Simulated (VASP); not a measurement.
# TaSi (rocksalt type): single point with PBE

The system is TaSi (rocksalt type).

```xyz
2
Lattice="0.0000 2.5043 2.5043 2.5043 0.0000 2.5043 2.5043 2.5043 0.0000" Properties=species:S:1:pos:R:3 pbc="T T T"
Ta    0.0000    0.0000    0.0000
Si    2.5043    2.5043    2.5043
```

```yaml
Program: VASP 6.6.1
Task: single point
Functional: PBE
Potentials_or_basis: VASP PAW PBE potentials, release 64 (Ta_pv, Si)
Cutoff: 520 eV
k_mesh: 14 × 14 × 14
Occupations: fermi-dirac, width 0.05 eV
Spin: no spin polarisation
```

```json
{
  "Pressure": "16.1 GPa",
  "Band gap on the k mesh": "zero (an odd number of electrons rules out a gap without spin polarisation)"
}
```

Levels at points of the mesh, in eV from the Fermi level:
```csv
k point,band 5,band 6,band 7,band 8,band 9,band 10
"(0.00, 0.00, 0.00)",-1.43,-1.43,-1.43,-0.66,-0.66,2.58
"(0.50, 0.00, 0.00)",-7.14,-3.54,-3.54,1.90,1.90,2.77
"(0.50, 0.50, 0.00)",-4.06,-3.74,-0.14,-0.14,0.71,2.03
```

It took 17 s on 1 thread of Intel(R) Xeon(R) 6975P-C (Granite Rapids) (shared host), peak memory 0.19 GiB.

Caveat: the cell stands under pressure; spin-orbit coupling is left out, which moves the levels of the heavy elements.
